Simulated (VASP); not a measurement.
# TaC (Fm-3m) in VASP: a series of runs, part 2 of 2

VASP 6.6.1. The steps go on from the part before.

## 3. Single point, PBE

INCAR reads:

```
ALGO = Normal
EDIFF = 1E-6
ENCUT = 600
GGA = PE
GGA_COMPAT = F
ISIF = 2
ISMEAR = -1
LASPH = T
LCHARG = T
LELF = T
LREAL = F
LVHAR = T
LWAVE = F
NBANDS = 14
NELM = 120
PREC = Accurate
SIGMA = 0.1
```

KPOINTS reads:

```
k-points
0
Gamma
  12 12 12
```

POSCAR reads:

```
TaC
1.0
    0.0000000000      2.2270000000      2.2270000000
    2.2270000000      0.0000000000      2.2270000000
    2.2270000000      2.2270000000      0.0000000000
Ta C
1 1
Direct
    0.0000000000      0.0000000000      0.0000000000
    0.5000000000      0.5000000000      0.5000000000
```

Potentials or basis: VASP PAW PBE potentials, release 64 (Ta_pv, C).

Launch:

```sh
$ cat potpaw_PBE.64/Ta_pv/POTCAR potpaw_PBE.64/C/POTCAR > POTCAR
$ mpirun -np 1 vasp_std > vasp.out
```

OUTCAR:

```text
EDIFF = 1E-6
   ENCUT = 600
   GGA = PE
   ISIF = 2
   ISMEAR = -1
   LASPH = T
   LREAL = F
   NELM = 120
   PREC = Accurate

 ion  position               nearest neighbor table
   1  0.000  0.000  0.000-   2 2.23   2 2.23   2 2.23   2 2.23   2 2.23   2 2.23
   2  0.500  0.500  0.500-   1 2.23   1 2.23   1 2.23   1 2.23   1 2.23   1 2.23

  LATTYP: Found a face centered cubic cell.
 ALAT       =     4.4540000000

  Lattice vectors:

 A1 = (   0.0000000000,   2.2270000000,   2.2270000000)
 A2 = (   2.2270000000,   0.0000000000,   2.2270000000)
 A3 = (   2.2270000000,   2.2270000000,   0.0000000000)

Analysis of symmetry for initial positions (statically):
=====================================================================
 Subroutine PRICEL returns:
 Original cell was already a primitive cell.

 Routine SETGRP: Setting up the symmetry group for a
 face centered cubic supercell.

 Subroutine GETGRP returns: Found 48 space group operations
 (whereof 48 operations were pure point group operations)
 out of a pool of 48 trial point group operations.

The static configuration has the point symmetry O_h .

Analysis of symmetry for dynamics (positions and initial velocities):
=====================================================================
 Subroutine PRICEL returns:
 Original cell was already a primitive cell.

 Routine SETGRP: Setting up the symmetry group for a
 face centered cubic supercell.

 Subroutine GETGRP returns: Found 48 space group operations
 (whereof 48 operations were pure point group operations)
 out of a pool of 48 trial point group operations.

The dynamic configuration has the point symmetry O_h .

 Subroutine INISYM returns: Found 48 space group operations
 (whereof 48 operations are pure point group operations),
 and found     1 'primitive' translations

[... 121 lines left out ...]
   AEXX    =    0.0000 exact exchange contribution
   IVDW    =     0    specifies the selected vdW correction
   LEPSILON=     F    determine dielectric tensor
   LRPA    =     F    only Hartree local field effects (RPA)
 non-spin polarized calculation
  energy-cutoff  :      600.00
  volume of cell :       22.09
 maximum number of plane-waves:       754
 NGX is ok and might be reduce to    28
   NGX = 13   NGY = 13   NGZ = 13

 number of electron      15.0000000 magnetization

 Free energy of the ion-electron system (eV)
  ---------------------------------------------------
  ext. energy  EPLUGINS =         0.00000000
  ---------------------------------------------------
  free energy    TOTEN  =       -22.20715732 eV

  energy without entropy =      -22.18389608  energy(sigma->0) =      -22.19552670

 E-fermi :   8.3955     XC(G=0): -13.2072

 val. band max:        8.3741366074   @ k =  -0.1667   0.2500   0.0833
 cond. band min:       8.3980970414   @ k =  -0.4167   0.4167   0.1667
 fundamental gap:      0.0239604340
 Fermi energy:         8.3955171736

 k-point     1 :       0.0000    0.0000    0.0000
  band No.  band energies     occupation
      1     -26.6640      2.00000
      2     -26.6640      2.00000
      3     -26.6640      2.00000
      4      -6.4206      2.00000
      5       7.0689      2.00000
      6       7.0689      2.00000
      7       7.0689      2.00000
      8       7.9239      1.98227
      9       7.9239      1.98227
     10       7.9239      1.98227
     11       9.0589      0.00263
     12       9.0589      0.00263
     13      14.9893      0.00000
     14      18.4546      0.00000
[... 377 lines left out ...]
      1     -27.3084      2.00000
      2     -26.8709      2.00000
      3     -26.7662      2.00000
      4      -2.5165      2.00000
      5       0.4450      2.00000
      6       3.2476      2.00000
      7       3.2729      2.00000
      8      10.3336      0.00000
      9      10.8277      0.00000
     10      11.5690      0.00000
     11      15.6125      0.00000
     12      16.9871      0.00000
     13      17.7236      0.00000
     14      21.2166      0.00000

 [... further k-points ...]

------------------------ aborting loop because EDIFF is reached ----------------------------------------

  FORCE on cell =-STRESS in cart. coord.  units (eV):
  Direction    XX          YY          ZZ          XY          YZ          ZX
  --------------------------------------------------------------------------------------
  -------------------------------------------------------------------------------------
  Total        0.7670178      0.7670178      0.7670178      0.0000000      0.0000000     -0.0000000
  in kB       55.6320873     55.6320873     55.6320873      0.0000000      0.0000000     -0.0000000
  external PRESSURE =      55.6320873 kB  Pullay stress =       0.0000000 kB

 VOLUME and BASIS-vectors are now :
 -----------------------------------------------------------------------------
  energy-cutoff  :      600.00
  volume of cell :       22.09
      direct lattice vectors                 reciprocal lattice vectors
     0.000000000  2.227000000  2.227000000    -0.224517288  0.224517288  0.224517288
     2.227000000  0.000000000  2.227000000     0.224517288 -0.224517288  0.224517288
     2.227000000  2.227000000  0.000000000     0.224517288  0.224517288 -0.224517288

 POSITION                                       TOTAL-FORCE (eV/Angst)
 -----------------------------------------------------------------------------------
      0.00000      0.00000      0.00000         0.000000     -0.000000      0.000000
      2.22700      2.22700      2.22700        -0.000000      0.000000     -0.000000
 -----------------------------------------------------------------------------------
    total drift:                                0.000000      0.000000      0.000000

  FREE ENERGIE OF THE ION-ELECTRON SYSTEM (eV)
  ---------------------------------------------------
  free  energy   TOTEN  =       -22.2071573185 eV

  energy  without entropy=      -22.1838960811  energy(sigma->0) =      -22.19552670
```

stdout:

```text
POSCAR found type information on POSCAR TaC
 POSCAR found :  2 types and       2 ions
 scaLAPACK will be used
 LDA part: xc-table for (Slater+PW92), standard interpolation
 POSCAR, INCAR and KPOINTS ok, starting setup
 FFT: planning ... GRIDC
 FFT: planning ... GRID_SOFT
 FFT: planning ... GRID
 WAVECAR not read
 entering main loop
```

Wall time 70 s (1 thread of AMD EPYC 7R13, shared host); peak memory 0.15 GiB.

What came out:

| Item | Value |
| --- | --- |
| Free energy | -22.2072 eV |
| Pressure | 5.6 GPa |

Levels at points of the mesh, in eV from the Fermi level:
```csv
k point,band 4,band 5,band 6,band 7,band 8,band 9,band 10,band 11,band 12,band 13
"(0.00, 0.00, 0.00)",-14.82,-1.33,-1.33,-1.33,-0.47,-0.47,-0.47,0.66,0.66,6.59
"(0.50, 0.00, 0.00)",-10.37,-8.73,-5.48,-5.48,2.74,2.74,3.72,5.41,9.98,9.98
"(0.50, 0.50, 0.00)",-12.71,-4.62,-4.54,-1.76,-1.76,2.62,4.11,4.11,6.90,8.15
```

Caveat: spin-orbit coupling is left out, which moves the levels of the heavy elements.

## 4. Single point, PBE

INCAR reads:

```
SYSTEM = TaC
  PREC = Accurate
  ENCUT = 600
  EDIFF = 1E-6
  ISMEAR = 1
  SIGMA = 0.15
  LREAL = .FALSE.
  LASPH = .TRUE.
  NELM = 120
  ALGO = Normal
  ISIF = 2
  LWAVE = .FALSE.
  LCHARG = .TRUE.
  GGA = PE
  LELF = .TRUE.
  LVHAR = .TRUE.
  NBANDS = 14
  GGA_COMPAT = .FALSE.
```

KPOINTS reads:

```
Automatic mesh
0
G
  12 12 12
  0 0 0
```

POSCAR is that of step 3.

Launch:

```sh
$ cat potpaw_PBE.64/Ta_pv/POTCAR potpaw_PBE.64/C/POTCAR > POTCAR
$ mpirun -np 1 vasp_std > vasp.out
```

Wall time 72 s (1 thread of AMD EPYC 7R13, shared host); peak memory 0.15 GiB.

The run converged. Its results:

```
Free energy : -22.1940 eV
Pressure    : 5.5 GPa
```

Levels at points of the mesh, in eV from the Fermi level:
| k point | band 5 | band 6 | band 7 | band 8 | band 9 | band 10 | band 11 | band 12 |
| --- | --- | --- | --- | --- | --- | --- | --- | --- |
| (0.00, 0.00, 0.00) | -1.32 | -1.32 | -1.32 | -0.46 | -0.46 | -0.46 | 0.67 | 0.67 |
| (0.50, 0.00, 0.00) | -8.72 | -5.47 | -5.47 | 2.75 | 2.75 | 3.73 | 5.42 | 9.99 |
| (0.50, 0.50, 0.00) | -4.60 | -4.53 | -1.75 | -1.75 | 2.63 | 4.12 | 4.12 | 6.91 |

Caveat: spin-orbit coupling is left out, which moves the levels of the heavy elements.
